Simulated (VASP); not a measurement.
Set up this calculation in VASP 6.6.1, as the native input.

```
Task                   : relaxation of cell and atoms
Functional             : PBE
Potentials or basis    : VASP PAW PBE potentials, release 64 (Cd, Se)
Cutoff                 : 600 eV
k mesh                 : 13 × 13 × 13
Occupations            : fermi-dirac, width 0.08 eV
Spin                   : no spin polarisation
Target pressure        : 13 GPa
Dipole correction      : no
Further INCAR settings : ALGO = Normal; EDIFF = 1e-06; IBRION = 2; EDIFFG = -0.005; NSW = 32; ISIF = 3
```

The structure of CdSe (CsCl type) lies in POSCAR:

```
CdSe
1.0
    3.3788464645      0.0000000000      0.0000000000
    0.0000000000      3.3788464645      0.0000000000
    0.0000000000      0.0000000000      3.3788464645
Cd Se
1 1
Direct
    0.0000000000      0.0000000000      0.0000000000
    0.5000000000      0.5000000000      0.5000000000
```

The input as run:

INCAR

```
SYSTEM = CdSe
PREC = Accurate
ENCUT = 600
EDIFF = 1E-6
ISMEAR = -1
SIGMA = 0.08
LREAL = .False.
LASPH = .True.
NELM = 100
ALGO = Normal
ISIF = 3
LWAVE = .False.
LCHARG = .False.
GGA = PE
IBRION = 2
NSW = 32
EDIFFG = -0.005
PSTRESS = 130.0
```

KPOINTS

```
regular mesh
0
Gamma
  13 13 13
  0 0 0
```

Potentials or basis: VASP PAW PBE potentials, release 64 (Cd, Se).

The run is started by

```console
$ cat potpaw_PBE.64/Cd/POTCAR potpaw_PBE.64/Se/POTCAR > POTCAR
$ mpirun -np 1 vasp_std > vasp.out
```

It gave:

| Item | Value |
| --- | --- |
| Relaxed volume | 19.38 Å³/atom |
| Relaxed cell | a = 3.384 Å, b = 3.384 Å, c = 3.384 Å, α = 90.00°, β = 90.00°, γ = 90.00° |
| Space group after relaxing (to 0.1 Å) | Pm-3m (No. 221) |
| Energy change on relaxing (the run minimises the enthalpy) | -7.3 meV/atom |
| Ionic steps | 4 |
| Pressure after relaxing | 13.0 GPa |
| Band gap on the k mesh | zero (bands 9 and 10 overlap by 1.31 eV) |

Caveat: the cell is relaxed towards a set pressure, so the run minimises the enthalpy, not the energy.

Wall time 44 s on 1 thread of Intel(R) Xeon(R) 6975P-C (Granite Rapids), with other jobs on the host, peak memory 0.2 GiB.
